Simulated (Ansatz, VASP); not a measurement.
# One calculation of SiNi2, two programs

```
CELL_PARAMETERS angstrom
3.92759 0.00000 0.00000
-1.96379 3.40139 0.00000
0.00000 0.00000 4.92681
ATOMIC_POSITIONS crystal
Si 0.33333 0.66667 0.75000
Si 0.66667 0.33333 0.25000
Ni 0.00000 0.00000 0.00000
Ni 0.00000 0.00000 0.50000
Ni 0.33333 0.66667 0.25000
Ni 0.66667 0.33333 0.75000
```

Change from the starting cell: strain +0.015 along x and y, +0.000 along z, atoms carried along.

Alike in both runs: task single point; functional r2SCAN; k mesh 12 × 12 × 10; occupations gaussian, width 0.15 eV; no spin polarisation.

```csv
,VASP,Ansatz
version,VASP 6.6.1,Ansatz 0.2.0
potentials or method,"VASP PAW PBE potentials, release 64 (Si, Ni), cutoff 520 eV","scalar-relativistic, plane waves, PAW"
valence electrons in the cell,48,80
```

```tsv
	VASP	Ansatz	Ansatz less VASP
gap on the k mesh at the Fermi level (eV)	none	none	-
pressure (GPa)	-6.3	-6.6	-0.31
traceless stress, the component that is largest in VASP (GPa)	3.22	3.27	+0.055
```

VASP's potentials were made for PBE, not for r2SCAN. A gap of «none» marks a metal or a gap that the smearing closes. VASP's potentials hold 48 valence electrons a cell and Ansatz's 80, so a difference there can come from the potentials and not from the codes.
